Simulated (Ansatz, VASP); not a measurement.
# Si5F: VASP beside Ansatz

```
Si F
1.0
     0.00000    3.56294    3.56294
     3.56294    0.00000    3.56294
     3.56294    3.56294    0.00000
Si F
5 1
Direct
  0.37420 0.37420 0.87740
  0.37420 0.87740 0.37420
  0.87740 0.37420 0.37420
  0.37420 0.37420 0.37420
  0.75000 0.75000 0.75000
  0.00000 0.00000 0.00000
```

Change from the starting cell: species swapped into the ErCu5 type (F-43m, No. 216).

Alike in both runs: functional PBE; k mesh 10 × 10 × 10; occupations gaussian, width 0.1 eV; no spin polarisation.

Ansatz relaxed the structure, and its values are those at the end. VASP's run is a single point on that final structure, the one shown.

```csv
,VASP,Ansatz
version,VASP 6.6.1,Ansatz 0.2.0
potentials or method,"VASP PAW PBE potentials, release 64 (Si, F), cutoff 520 eV","scalar-relativistic, plane waves, PAW"
valence electrons in the cell,27,27
```

|  | VASP | Ansatz | Ansatz less VASP |
| --- | --- | --- | --- |
| gap on the k mesh at the Fermi level (eV) | none | none | - |
| pressure (GPa) | 0.0 | 0.0 | +0.08 |
| rms of the force components (eV/Å) | 0.006 | 0.006 | -0.0002 |

A gap of «none» marks a metal or a gap that the smearing closes.
